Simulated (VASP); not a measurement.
Runs of VASP 6.6.1 on Ni. The structure is cubic, space group Fm-3m (No. 225). The conventional cell has a = 3.425 Å, b = 3.425 Å, c = 3.425 Å, α = 90.00°, β = 90.00°, γ = 90.00°. Ni (site symmetry m-3m) has 12 Ni at 2.42 Å within 3.2 Å. 

```csv
smearing,gap on the mesh (eV),pressure (GPa),moment (μB)
methfessel-paxton 1 eV,none,-1.5,0.00
methfessel-paxton 0.3 eV,none,-0.5,0.59
methfessel-paxton 0.6 eV,none,-0.5,(a)
methfessel-paxton 0.03 eV,none,-0.7,0.57
methfessel-paxton 0.1 eV,none,-0.7,0.57
```

Alike in all rows: task single point; level LDA; potentials or basis VASP PAW LDA potentials, release 64 (Ni); spin collinear, ferromagnetic start; cell as given; k mesh 16 × 16 × 16; cutoff (eV) 520.

Problem. Estimate the missing entries.

Solution. (a) 0.54.

Caveats: so wide a smearing shifts energies and pressures (at least some runs).

A gap of «none» marks levels without a gap at the run's occupations.
